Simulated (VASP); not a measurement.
# GaP (F-43m) in VASP: further runs, part 2 of 2

VASP 6.6.1. The steps go on from the part before.

## Step 3: Single point, PBE

This run uses another cell than the first one: it holds 8 atoms, not 2.

INCAR

```
ALGO = Normal ; EDIFF = 1E-7
ENCUT = 520 ; GGA = PE
ISIF = 2 ; ISMEAR = 0
LASPH = T ; LCHARG = T
LELF = T ; LREAL = F
LVHAR = T ; LWAVE = F
NBANDS = 46 ; NELM = 100
PREC = Accurate ; SIGMA = 0.05
```

KPOINTS

```
k-points
0
Gamma
  6 6 6
```

POSCAR

```
GaP
1.0
    5.5050736248      0.0000000000      0.0000000000
    0.0000000000     -5.5050736248      0.0000000000
    0.0000000000      0.0000000000     -5.5050736248
Ga P
4 4
Direct
    0.0000000000      0.0000000000      0.0000000000
    0.5000000000      0.5000000000      0.0000000000
    0.5000000000      0.0000000000      0.5000000000
    0.0000000000      0.5000000000      0.5000000000
    0.7500000000      0.7500000000      0.7500000000
    0.2500000000      0.2500000000      0.7500000000
    0.2500000000      0.7500000000      0.2500000000
    0.7500000000      0.2500000000      0.2500000000
```

Potentials or basis: VASP PAW PBE potentials, release 64 (Ga_d, P).

Command:

```
$ cat potpaw_PBE.64/Ga_d/POTCAR potpaw_PBE.64/P/POTCAR > POTCAR
$ mpirun -np 1 vasp_std > vasp.out
```

OUTCAR:

```text
EDIFF = 1E-7
   ENCUT = 520
   GGA = PE
   ISIF = 2
   ISMEAR = 0
   LASPH = T
   LREAL = F
   NELM = 100
   PREC = Accurate

 ion  position               nearest neighbor table
   1  0.000  0.000  0.000-   5 2.38   6 2.38   7 2.38   8 2.38
   2  0.500  0.500  0.000-   5 2.38   6 2.38   7 2.38   8 2.38
   3  0.500  0.000  0.500-   5 2.38   6 2.38   7 2.38   8 2.38
   4  0.000  0.500  0.500-   5 2.38   6 2.38   7 2.38   8 2.38
   5  0.750  0.750  0.750-   1 2.38   2 2.38   3 2.38   4 2.38
   6  0.250  0.250  0.750-   1 2.38   2 2.38   3 2.38   4 2.38
   7  0.250  0.750  0.250-   1 2.38   2 2.38   3 2.38   4 2.38
   8  0.750  0.250  0.250-   1 2.38   2 2.38   3 2.38   4 2.38

  LATTYP: Found a simple cubic cell.
 ALAT       =     5.5050736248

  Lattice vectors:

 A1 = (   5.5050736248,   0.0000000000,   0.0000000000)
 A2 = (   0.0000000000,  -5.5050736248,   0.0000000000)
 A3 = (   0.0000000000,   0.0000000000,  -5.5050736248)

Analysis of symmetry for initial positions (statically):
[... 193 lines left out ...]
 fundamental gap:      1.5804058053
 Fermi energy:         4.6015222383

 k-point     1 :       0.0000    0.0000    0.0000
  band No.  band energies     occupation
      1     -10.2577      2.00000
      2     -10.2577      2.00000
      3     -10.2577      2.00000
      4     -10.1515      2.00000
      5     -10.1515      2.00000
      6     -10.1515      2.00000
[... 969 lines left out ...]
     45       9.0792      0.00000
     46       9.0792      0.00000

------------------------ aborting loop because EDIFF is reached ----------------------------------------

  FORCE on cell =-STRESS in cart. coord.  units (eV):
  Direction    XX          YY          ZZ          XY          YZ          ZX
  --------------------------------------------------------------------------------------
  -------------------------------------------------------------------------------------
  Total        0.0253286      0.0253286      0.0253286      0.0000000      0.0000000      0.0000000
  in kB        0.2432389      0.2432389      0.2432389      0.0000000      0.0000000      0.0000000
  external PRESSURE =       0.2432389 kB  Pullay stress =       0.0000000 kB

 VOLUME and BASIS-vectors are now :
 -----------------------------------------------------------------------------
  energy-cutoff  :      520.00
  volume of cell :      166.84
      direct lattice vectors                 reciprocal lattice vectors
     5.505073625  0.000000000  0.000000000     0.181650613  0.000000000  0.000000000
     0.000000000 -5.505073625  0.000000000     0.000000000 -0.181650613  0.000000000
     0.000000000  0.000000000 -5.505073625     0.000000000  0.000000000 -0.181650613

 POSITION                                       TOTAL-FORCE (eV/Angst)
 -----------------------------------------------------------------------------------
      0.00000      0.00000      0.00000        -0.000000      0.000000     -0.000000
      2.75254     -2.75254      0.00000         0.000000     -0.000000      0.000000
      2.75254      0.00000     -2.75254        -0.000000     -0.000000     -0.000000
      0.00000     -2.75254     -2.75254         0.000000      0.000000      0.000000
      4.12881     -4.12881     -4.12881        -0.000000     -0.000000      0.000000
      1.37627     -1.37627     -4.12881        -0.000000     -0.000000      0.000000
      1.37627     -4.12881     -1.37627        -0.000000     -0.000000      0.000000
      4.12881     -1.37627     -1.37627        -0.000000     -0.000000      0.000000
 -----------------------------------------------------------------------------------
    total drift:                                0.000000      0.000000      0.000000

  FREE ENERGIE OF THE ION-ELECTRON SYSTEM (eV)
  ---------------------------------------------------
  free  energy   TOTEN  =       -36.5118595130 eV

  energy  without entropy=      -36.5118595130  energy(sigma->0) =      -36.51185951
```

OSZICAR:

```text
N       E                     dE             d eps       ncg     rms          rms(c)
DAV:   1     0.633295220359E+03    0.63330E+03   -0.33169E+04  2018   0.228E+03
DAV:   2     0.676742342157E+02   -0.56562E+03   -0.54418E+03  1944   0.599E+02
DAV:   3    -0.309043465204E+02   -0.98579E+02   -0.95339E+02  2128   0.174E+02
DAV:   4    -0.373293443440E+02   -0.64250E+01   -0.63717E+01  2294   0.438E+01
DAV:   5    -0.375448242119E+02   -0.21548E+00   -0.21523E+00  2562   0.775E+00    0.828E+00
DAV:   6    -0.365930791723E+02    0.95175E+00   -0.18968E+00  2772   0.141E+01    0.505E+00
DAV:   7    -0.365088754021E+02    0.84204E-01   -0.82486E-01  2094   0.345E+00    0.215E+00
DAV:   8    -0.365128683308E+02   -0.39929E-02   -0.15408E-01  2408   0.398E+00    0.268E-01
DAV:   9    -0.365109749786E+02    0.18934E-02   -0.24125E-02  2484   0.208E+00    0.878E-02
DAV:  10    -0.365115343891E+02   -0.55941E-03   -0.33403E-03  2236   0.333E-01    0.525E-02
DAV:  11    -0.365118640522E+02   -0.32966E-03   -0.68312E-04  2452   0.117E-01    0.336E-02
DAV:  12    -0.365118614805E+02    0.25718E-05   -0.38860E-05  2358   0.363E-02    0.233E-02
DAV:  13    -0.365118593076E+02    0.21728E-05   -0.15091E-05  2334   0.209E-02    0.821E-03
DAV:  14    -0.365118595663E+02   -0.25870E-06   -0.30243E-06  2738   0.164E-02    0.497E-03
DAV:  15    -0.365118595130E+02    0.53285E-07   -0.67635E-07  1852   0.642E-03
   1 F= -.36511860E+02 E0= -.36511860E+02  d E =-.472203E-14
```

stdout:

```text
POSCAR found type information on POSCAR GaP
 POSCAR found :  2 types and       8 ions
 scaLAPACK will be used
 LDA part: xc-table for (Slater+PW92), standard interpolation
 POSCAR, INCAR and KPOINTS ok, starting setup
 FFT: planning ... GRIDC
 FFT: planning ... GRID_SOFT
 FFT: planning ... GRID
 WAVECAR not read
 entering main loop
```

Wall time 2.3 min (1 thread of AMD EPYC 7R13 (Zen 3), shared host); peak memory 0.29 GiB.

What came out:

* Free energy: -36.5119 eV
* Pressure: 0.0 GPa
* Band gap on the k mesh: 1.58 eV

Levels at points of the mesh, in eV from the valence-band top:
```csv
k point,band 33,band 34,band 35,band 36,band 37,band 38,band 39,band 40
"(0.00, 0.00, 0.00)",-2.58,0.00,0.00,0.00,1.58,1.72,1.72,1.72
"(0.50, 0.00, 0.00)",-1.61,-1.61,-1.61,-1.61,2.21,2.21,3.65,3.65
"(0.50, 0.50, 0.00)",-1.15,-1.15,-1.15,-1.15,3.11,3.11,3.11,3.11
"(0.50, 0.50, 0.50)",-1.07,-1.07,-1.07,-1.07,1.58,1.58,1.58,1.58
```

## Step 4: Single point, PBE (volume scaled by 0.88)

INCAR

```
SYSTEM = GaP
PREC = Accurate
ENCUT = 520
EDIFF = 1E-6
ISMEAR = 0
SIGMA = 0.02
LREAL = .False.
LASPH = .True.
NELM = 60
ALGO = Normal
ISIF = 2
LWAVE = .False.
LCHARG = .True.
GGA = PE
LELF = .True.
LVHAR = .True.
NBANDS = 16
```

KPOINTS

```
regular mesh
0
Gamma
  8 8 8
  0 0 0
```

POSCAR

```
GaP
1.0
    0.0000000000      2.6377119064      2.6377119064
    2.6377119064      0.0000000000      2.6377119064
    2.6377119064      2.6377119064      0.0000000000
Ga P
1 1
Direct
    0.0000000000      0.0000000000      0.0000000000
    0.2500000000      0.2500000000      0.2500000000
```

Command:

```
$ cat potpaw_PBE.64/Ga_d/POTCAR potpaw_PBE.64/P/POTCAR > POTCAR
$ mpirun -np 1 vasp_std > vasp.out
```

It took 7.5 s on 1 thread of Intel Xeon 6975P-C (Granite Rapids), shared host; peak memory 0.16 GiB.

Results (log left out):

* Free energy: -8.9433 eV
* Pressure: 13.0 GPa
* Band gap on the k mesh: 1.43 eV, indirect (least direct gap 2.66 eV)

Levels at points of the mesh, in eV from the valence-band top:
```
           k point  band 5  band 6  band 7  band 8  band 9  band 10  band 11  band 12  band 13  band 14
(0.00, 0.00, 0.00)  -14.62  -13.27    0.00    0.00    0.00     2.66     3.85     3.85     3.85     9.24
(0.50, 0.00, 0.00)  -14.61  -10.86   -7.23   -1.27   -1.27     1.97     4.67     4.67     8.44    11.63
(0.50, 0.50, 0.00)  -14.59   -9.83   -7.24   -3.04   -3.04     1.43     1.70    11.33    11.33    12.14
```

## Step 5: The runs side by side

```csv
task,cell,k mesh,cutoff (eV),smearing,gap on the mesh (eV),pressure (GPa)
relaxation of cell and atoms,"relaxed to 40 GPa from a = 3.893 Å, angles 60.0°, 2 atoms",8 × 8 × 8,600,gaussian 0.01 eV,1.00,40.0
single point,"a = 5.505 Å, 8 atoms",6 × 6 × 6,520,gaussian 0.05 eV,1.58,0.0
single point,"a = 3.730 Å, angles 60.0°, 2 atoms",8 × 8 × 8,520,gaussian 0.02 eV,1.43,13.0
```

Alike in all rows: level PBE; potentials or basis VASP PAW PBE potentials, release 64 (Ga_d, P); no spin polarisation.

Caveats: the cell is relaxed towards a set pressure, so the enthalpy falls and the energy may rise (some runs).

Absolute energies hang on the potentials; compare differences alone.
